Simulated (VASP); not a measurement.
# Ba3Mg (Pm-3m) in VASP: notebook

The runs below take Ba3Mg through single point, relaxation of cell and atoms, with PBE.

Everything below comes from runs of VASP 6.6.1. Logs are shortened: lines on timing, memory, paths and dates and some standing lists are left out, and cuts for length are marked.

**1. The cell of the first run**

It takes space group Pm-3m (No. 221, cubic). The conventional cell has a = 5.048 Å, b = 5.048 Å, c = 5.048 Å, α = 90.00°, β = 90.00°, γ = 90.00°. Within 4.7 Å of Ba (site symmetry 4/mmm) lie 8 Ba at 3.57 Å and 4 Mg at 3.57 Å. Within 4.7 Å of Mg (site symmetry m-3m) lie 12 Ba at 3.57 Å.

**2. Single point, PBE**

INCAR

```
SYSTEM = Ba3Mg
PREC = Accurate
ENCUT = 520
EDIFF = 1E-7
ISMEAR = 0
SIGMA = 0.1
LREAL = .False.
LASPH = .True.
NELM = 60
ALGO = Normal
ISIF = 2
LWAVE = .False.
LCHARG = .False.
GGA = PE
NBANDS = 24
```

KPOINTS

```
Automatic mesh
0
Gamma
  4 4 4
  0 0 0
```

POSCAR

```
Ba3Mg
1.0
    5.0482180696      0.0000000000      0.0000000000
    0.0000000000      5.0482180696      0.0000000000
    0.0000000000      0.0000000000      5.0482180696
Ba Mg
3 1
Direct
    0.0000000000      0.5000000000      0.5000000000
    0.5000000000      0.0000000000      0.5000000000
    0.5000000000      0.5000000000      0.0000000000
    0.0000000000      0.0000000000      0.0000000000
```

Potentials or basis: VASP PAW PBE potentials, release 64 (Ba_sv, Mg).

On the command line:

```
$ cat potpaw_PBE.64/Ba_sv/POTCAR potpaw_PBE.64/Mg/POTCAR > POTCAR
$ mpirun -np 1 vasp_std > vasp.out
```

OUTCAR:

```text
SYSTEM = Ba3Mg
   PREC = Accurate
   ENCUT = 520
   EDIFF = 1E-7
   ISMEAR = 0
   LREAL = .False.
   LASPH = .True.
   NELM = 60
   ISIF = 2
   GGA = PE

 ion  position               nearest neighbor table
   1  0.000  0.500  0.500-   2 3.57   3 3.57   4 3.57   3 3.57   4 3.57   2 3.57   4 3.57   4 3.57
                             2 3.57   3 3.57   3 3.57   2 3.57
   2  0.500  0.000  0.500-   1 3.57   3 3.57   4 3.57   3 3.57   4 3.57   1 3.57   3 3.57   3 3.57
                             1 3.57   4 3.57   4 3.57   1 3.57
   3  0.500  0.500  0.000-   1 3.57   2 3.57   4 3.57   1 3.57   2 3.57   2 3.57   4 3.57   2 3.57
                             1 3.57   4 3.57   1 3.57   4 3.57
   4  0.000  0.000  0.000-   1 3.57   2 3.57   3 3.57   1 3.57   2 3.57   1 3.57   3 3.57   1 3.57
                             2 3.57   3 3.57   2 3.57   3 3.57

  LATTYP: Found a simple cubic cell.
 ALAT       =     5.0482180696

  Lattice vectors:

 A1 = (   5.0482180696,   0.0000000000,   0.0000000000)
 A2 = (   0.0000000000,   5.0482180696,   0.0000000000)
 A3 = (   0.0000000000,   0.0000000000,   5.0482180696)

Analysis of symmetry for initial positions (statically):
=====================================================================
 Subroutine PRICEL returns:
 Original cell was already a primitive cell.

 Routine SETGRP: Setting up the symmetry group for a
 simple cubic supercell.

 Subroutine GETGRP returns: Found 48 space group operations
 (whereof 48 operations were pure point group operations)
 out of a pool of 48 trial point group operations.

The static configuration has the point symmetry O_h .

Analysis of symmetry for dynamics (positions and initial velocities):
=====================================================================
 Subroutine PRICEL returns:
 Original cell was already a primitive cell.

 Routine SETGRP: Setting up the symmetry group for a
 simple cubic supercell.

 Subroutine GETGRP returns: Found 48 space group operations
 (whereof 48 operations were pure point group operations)
 out of a pool of 48 trial point group operations.

The dynamic configuration has the point symmetry O_h .

 Subroutine INISYM returns: Found 48 space group operations
 (whereof 48 operations are pure point group operations),
 and found     1 'primitive' translations

----------------------------------------------------------------------------------------

                                     Primitive cell

  volume of cell :     128.6513

  direct lattice vectors                    reciprocal lattice vectors
     5.048218070  0.000000000  0.000000000     0.198089699  0.000000000  0.000000000
[... 80 lines left out ...]
   NFREE  =      0    steps in history (QN), initial steepest desc. (CG)
   ISIF   =      2    stress and relaxation
   ISYM   =      2    0-nonsym 1-usesym 2-fastsym
   POTIM  = 0.5000    time-step for ionic-motion
   TEBEG  =    0.0;   TEEND  =   0.0 temperature during run
   PSTRESS=    0.0 pullay stress
   NELECT =      32.0000    total number of electrons
   NUPDOWN=      -1.0000    fix difference up-down
   EMIN   =  10.00;   EMAX   =-10.00  energy-range for DOS
   EFERMI =   0.00;   METHOD = LEGACY
   ISMEAR =     0;   SIGMA  =   0.10  broadening in eV -4-tet -1-fermi 0-gaus
   EFERMI_NEDOS =   21; number of points for ismear=-14 and -15
   IALGO  =     38    algorithm
   IMIX   =      4    mixing-type and parameters
     AMIX     =   0.40;   BMIX     =  1.00
     AMIX_MAG =   1.60;   BMIX_MAG =  1.00
  volume/ion in A,a.u.               =      32.16       217.05
  Fermi-wavevector in a.u.,A,eV,Ry     =   1.029564  1.945594 14.422205  1.060002
  Thomas-Fermi vector in A             =   2.163618
   LORBIT       =      0    0 simple, 1 ext, 2 COOP (PROOUT), +10 PAW based schemes
   GGA     = PE    functional components
   LHFCALC =     F    Hartree Fock is set to
   AEXX    =    0.0000 exact exchange contribution
   IVDW    =     0    specifies the selected vdW correction
   LEPSILON=     F    determine dielectric tensor
   LRPA    =     F    only Hartree local field effects (RPA)
 non-spin polarized calculation
 Gauss-broadening in eV      SIGMA  =   0.10
  energy-cutoff  :      520.00
  volume of cell :      128.65
 maximum number of plane-waves:      3495
 NGX is ok and might be reduce to    40
   NGX = 19   NGY = 19   NGZ = 19

 number of electron      31.9999993 magnetization

 Free energy of the ion-electron system (eV)
  ---------------------------------------------------
  ext. energy  EPLUGINS =         0.00000000
  ---------------------------------------------------
  free energy    TOTEN  =        -5.09116352 eV

  energy without entropy =       -5.04092344  energy(sigma->0) =       -5.06604348

 E-fermi :   3.7947     XC(G=0):  -9.3431

 val. band max:        3.7903361968   @ k =   0.2500   0.0000   0.0000
 cond. band min:       3.8294662022   @ k =   0.5000   0.2500   0.2500
 fundamental gap:      0.0391300053
 Fermi energy:         3.7947143382

 k-point     1 :       0.0000    0.0000    0.0000
  band No.  band energies     occupation
      1     -24.6211      2.00000
      2     -24.0684      2.00000
      3     -24.0684      2.00000
      4     -10.6596      2.00000
      5     -10.6596      2.00000
      6     -10.6596      2.00000
[... 259 lines left out ...]
     23       7.1168      0.00000
     24       7.1168      0.00000

------------------------ aborting loop because EDIFF is reached ----------------------------------------

  FORCE on cell =-STRESS in cart. coord.  units (eV):
  Direction    XX          YY          ZZ          XY          YZ          ZX
  --------------------------------------------------------------------------------------
  -------------------------------------------------------------------------------------
  Total        8.9377557      8.9377557      8.9377557      0.0000000      0.0000000      0.0000000
  in kB      111.3075805    111.3075805    111.3075805      0.0000000      0.0000000      0.0000000
  external PRESSURE =     111.3075805 kB  Pullay stress =       0.0000000 kB

 VOLUME and BASIS-vectors are now :
 -----------------------------------------------------------------------------
  energy-cutoff  :      520.00
  volume of cell :      128.65
      direct lattice vectors                 reciprocal lattice vectors
     5.048218070  0.000000000  0.000000000     0.198089699  0.000000000  0.000000000
     0.000000000  5.048218070  0.000000000     0.000000000  0.198089699  0.000000000
     0.000000000  0.000000000  5.048218070     0.000000000  0.000000000  0.198089699

 POSITION                                       TOTAL-FORCE (eV/Angst)
 -----------------------------------------------------------------------------------
      0.00000      2.52411      2.52411         0.000000      0.000000      0.000000
      2.52411      0.00000      2.52411         0.000000      0.000000      0.000000
      2.52411      2.52411      0.00000         0.000000      0.000000      0.000000
      0.00000      0.00000      0.00000         0.000000      0.000000      0.000000
 -----------------------------------------------------------------------------------
    total drift:                                0.000000     -0.000000     -0.000000

  FREE ENERGIE OF THE ION-ELECTRON SYSTEM (eV)
  ---------------------------------------------------
  free  energy   TOTEN  =        -5.0911635201 eV

  energy  without entropy=       -5.0409234434  energy(sigma->0) =       -5.06604348
```

OSZICAR:

```text
N       E                     dE             d eps       ncg     rms          rms(c)
DAV:   1     0.225715211073E+03    0.22572E+03   -0.13808E+04   480   0.116E+03
DAV:   2     0.662839065818E+01   -0.21909E+03   -0.21117E+03   728   0.228E+02
DAV:   3    -0.511798594563E+01   -0.11746E+02   -0.11341E+02   656   0.537E+01
DAV:   4    -0.547906378161E+01   -0.36108E+00   -0.35895E+00   712   0.754E+00
DAV:   5    -0.548578060314E+01   -0.67168E-02   -0.67104E-02   664   0.867E-01    0.853E+00
DAV:   6    -0.515316073088E+01    0.33262E+00   -0.53670E-01   592   0.259E+00    0.449E+00
DAV:   7    -0.509864059429E+01    0.54520E-01   -0.90659E-02   696   0.161E+00    0.166E+00
DAV:   8    -0.509104729490E+01    0.75933E-02   -0.17385E-02   752   0.765E-01    0.175E-01
DAV:   9    -0.509117713700E+01   -0.12984E-03   -0.77593E-04   608   0.157E-01    0.317E-02
DAV:  10    -0.509117969589E+01   -0.25589E-05   -0.74722E-05   616   0.369E-02    0.136E-02
DAV:  11    -0.509117075938E+01    0.89365E-05   -0.26583E-05   616   0.228E-02    0.107E-02
DAV:  12    -0.509116442115E+01    0.63382E-05   -0.90418E-06   608   0.110E-02    0.161E-03
DAV:  13    -0.509116373399E+01    0.68716E-06   -0.27907E-07   488   0.239E-03    0.102E-03
DAV:  14    -0.509116352294E+01    0.21105E-06   -0.14609E-08   344   0.894E-04    0.225E-04
DAV:  15    -0.509116352006E+01    0.28795E-08   -0.47269E-09   328   0.390E-04
   1 F= -.50911635E+01 E0= -.50660435E+01  d E =-.502401E-01
```

stdout:

```text
POSCAR found type information on POSCAR BaMg
 POSCAR found :  2 types and       4 ions
 scaLAPACK will be used
 LDA part: xc-table for (Slater+PW92), standard interpolation
 POSCAR, INCAR and KPOINTS ok, starting setup
 FFT: planning ... GRIDC
 FFT: planning ... GRID_SOFT
 FFT: planning ... GRID
 WAVECAR not read
 entering main loop
```

It took 29 s on 1 thread of Intel Xeon Platinum 8488C (Sapphire Rapids), shared host; peak memory 0.24 GiB.

Results:

| Item | Value |
| --- | --- |
| Free energy | -5.0912 eV |
| Pressure | 11.1 GPa |
| Band gap on the k mesh | zero (band 16 reaches 4.00 eV, above the bottom of band 17 at 3.38 eV) |

Caveat: spin-orbit coupling is left out, which moves the levels of the heavy elements.

**3. Single point, PBE**

This run uses another cell than the first one, of 50.03 Å³/atom, 1.555 times its volume.

INCAR

```
PREC = Accurate
ENCUT = 520
EDIFF = 1E-6
ISMEAR = 0
SIGMA = 0.1
LREAL = F
LASPH = T
NELM = 80
ALGO = Fast
ISIF = 2
LWAVE = F
LCHARG = F
GGA = PE
NBANDS = 24
```

KPOINTS

```
Automatic mesh
0
Gamma
  4 4 4
```

POSCAR

```
Ba3Mg
1.0
    5.8490195122      0.0000000000      0.0000000000
    0.0000000000      5.8490195122      0.0000000000
    0.0000000000      0.0000000000      5.8490195122
Ba Mg
3 1
Direct
    0.0000000000      0.5000000000      0.5000000000
    0.5000000000      0.0000000000      0.5000000000
    0.5000000000      0.5000000000      0.0000000000
    0.0000000000      0.0000000000      0.0000000000
```

Potentials or basis: VASP PAW PBE potentials, release 64 (Ba_sv, Mg).

On the command line:

```
$ cat potpaw_PBE.64/Ba_sv/POTCAR potpaw_PBE.64/Mg/POTCAR > POTCAR
$ mpirun -np 1 vasp_std > vasp.out
```

Run time: 53 s. Hardware: 1 thread of Intel Xeon Platinum 8488C (Sapphire Rapids), shared host; peak memory 0.33 GiB.

It converged, with:

- Free energy: -6.9923 eV
- Pressure: 0.2 GPa
- Band gap on the k mesh: zero (band 16 reaches 2.08 eV, above the bottom of band 17 at 1.71 eV)

Levels at points of the mesh, in eV from the Fermi level:
```csv
k point,band 12,band 13,band 14,band 15,band 16,band 17,band 18,band 19,band 20,band 21
"(0.00, 0.00, 0.00)",-13.69,-3.57,-1.57,-0.26,-0.26,0.08,0.08,0.08,1.50,1.50
"(0.50, 0.00, 0.00)",-13.75,-2.55,-1.77,-0.51,0.16,0.16,0.46,0.87,1.58,1.58
"(0.50, 0.50, 0.00)",-13.68,-2.17,-0.89,-0.89,-0.14,0.06,0.80,0.80,0.93,1.66
"(0.50, 0.50, 0.50)",-13.68,-2.60,-0.60,-0.60,-0.60,0.54,0.54,0.54,1.80,1.81
```

Caveat: spin-orbit coupling is left out, which moves the levels of the heavy elements.

**4. Relaxation of cell and atoms, PBE**

INCAR

```
SYSTEM = Ba3Mg
ALGO = Fast
EDIFF = 1E-6
EDIFFG = -0.04
ENCUT = 600
GGA = PE
IBRION = 2
ISIF = 3
ISMEAR = 0
LASPH = .TRUE.
LCHARG = .FALSE.
LREAL = .FALSE.
LWAVE = .FALSE.
NELM = 100
NSW = 90
PREC = Accurate
SIGMA = 0.1
```

KPOINTS

```
k-points
0
G
  4 4 4
  0 0 0
```

POSCAR

```
Ba3Mg
1.0
    5.0482180696      0.0000000000      0.0000000000
    0.0000000000      5.0482180696      0.0000000000
    0.0000000000      0.0000000000      5.0482180696
Ba Mg
3 1
Direct
    0.0000000000      0.5000000000      0.5000000000
    0.5000000000      0.0000000000      0.5000000000
    0.5000000000      0.5000000000      0.0000000000
    0.0000000000      0.0000000000      0.0000000000
```

On the command line:

```
$ cat potpaw_PBE.64/Ba_sv/POTCAR potpaw_PBE.64/Mg/POTCAR > POTCAR
$ mpirun -np 1 vasp_std > vasp.out
```

It took 2.1 min on 1 thread of Intel Xeon Platinum 8488C (Sapphire Rapids), shared host; peak memory 0.25 GiB.

The run converged. Its results:

| Property | Result |
| --- | --- |
| Free energy | -6.9931 eV |
| Relaxed volume | 50.64 Å³/atom |
| Relaxed cell | a = 5.873 Å, b = 5.873 Å, c = 5.873 Å, α = 90.00°, β = 90.00°, γ = 90.00° |
| Space group after relaxing (to 0.05 Å) | Pm-3m (No. 221) |
| Energy gained by relaxing | 475.5 meV/atom |
| Ionic steps | 4 |
| Pressure after relaxing | 0.1 GPa |
| Band gap on the k mesh | zero (band 16 reaches 2.03 eV, above the bottom of band 17 at 1.68 eV) |

Step by step:
```csv
step,energy change (eV),largest force (eV/Å),pressure (GPa),volume (Å³)
1,0.0000,0.0000,11.14,128.65
2,-1.7131,0.0000,2.36,174.96
3,-1.8920,0.0000,0.44,196.52
4,-1.9019,0.0000,0.09,202.56
```

Final structure:
```yaml
crystal:
  lattice:
    - [5.87289, 0.00000, 0.00000]
    - [0.00000, 5.87289, 0.00000]
    - [0.00000, 0.00000, 5.87289]
  atoms:
    - { symbol: Ba, position: [0.00000, 0.50000, 0.50000] }
    - { symbol: Ba, position: [0.50000, 0.00000, 0.50000] }
    - { symbol: Ba, position: [0.50000, 0.50000, 0.00000] }
    - { symbol: Mg, position: [0.00000, 0.00000, 0.00000] }
```

Levels at points of the mesh, in eV from the Fermi level:
```
           k point  band 14  band 15  band 16  band 17  band 18  band 19
(0.00, 0.00, 0.00)    -1.55    -0.25    -0.25     0.09     0.09     0.09
(0.50, 0.00, 0.00)    -1.77    -0.50     0.15     0.15     0.47     0.86
(0.50, 0.50, 0.00)    -0.90    -0.90    -0.13     0.04     0.80     0.80
(0.50, 0.50, 0.50)    -0.60    -0.60    -0.60     0.52     0.52     0.52
```

Caveat: the volume moved by over 15 % at a fixed basis, so the end points are rough; spin-orbit coupling is left out, which moves the levels of the heavy elements.

**5. The runs side by side**

| task | cell | cutoff (eV) | gap on the mesh (eV) | pressure (GPa) |
| --- | --- | --- | --- | --- |
| single point | a = 5.048 Å, 4 atoms | 520 | none | 11.1 |
| single point | a = 5.849 Å, 4 atoms | 520 | none | 0.2 |
| relaxation of cell and atoms | relaxed from a = 5.048 Å, 4 atoms | 600 | none | 0.1 |

Alike in all rows: level PBE; potentials or basis VASP PAW PBE potentials, release 64 (Ba_sv, Mg); no spin polarisation; k mesh 4 × 4 × 4; smearing gaussian 0.1 eV.

Caveats: spin-orbit coupling is left out, which moves the levels of the heavy elements; the volume moved by over 15 % at a fixed basis, so the end points are rough (some runs).

Absolute energies hang on the potentials; compare differences alone.
